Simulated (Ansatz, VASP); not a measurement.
## Zn4Se3S: VASP beside Ansatz

```
Zn S Se
1.0
    -2.80610    2.80610    0.00000
    -2.80687   -5.61297    2.75757
     2.80719    2.80719    5.51682
Zn S Se
4 1 3
Direct
  0.00757 0.01513 0.00192
  0.74611 0.49222 0.23864
  0.49814 0.99629 0.49975
  0.24825 0.49651 0.75996
  0.18837 0.37673 0.06359
  0.93578 0.87155 0.30786
  0.68738 0.37477 0.56188
  0.43840 0.87680 0.81640
```

Change from the starting cell: strained cell.

Alike in both runs: functional PBEsol; k mesh 8 × 8 × 4; occupations gaussian, width 0.02 eV; no spin polarisation.

Ansatz relaxed the structure, and its values are those at the end. VASP's run is a single point on that final structure, the one shown.

|  | VASP | Ansatz |
| --- | --- | --- |
| version | VASP 6.6.1 | Ansatz 0.2.0 |
| potentials or method | VASP PAW PBE potentials, release 64 (Zn, S, Se), cutoff 520 eV | scalar-relativistic, plane waves, PAW |
| valence electrons in the cell | 72 | 102 |

Ansatz gave:

```
gap on the k mesh at the Fermi level (eV) : 1.31
least direct gap on the mesh (eV)         : 1.31
pressure (GPa)                            : -0.6
```

Q: Which values does VASP return?

A: gap on the k mesh at the Fermi level (eV): 1.32; least direct gap on the mesh (eV): 1.32; pressure (GPa): -0.4.

VASP's potentials were made for PBE, not for PBEsol, and Ansatz warns of the same on its side. VASP's potentials hold 72 valence electrons a cell and Ansatz's 102, so a difference there can come from the potentials and not from the codes. Ansatz's warnings: stress scf threshold loose.
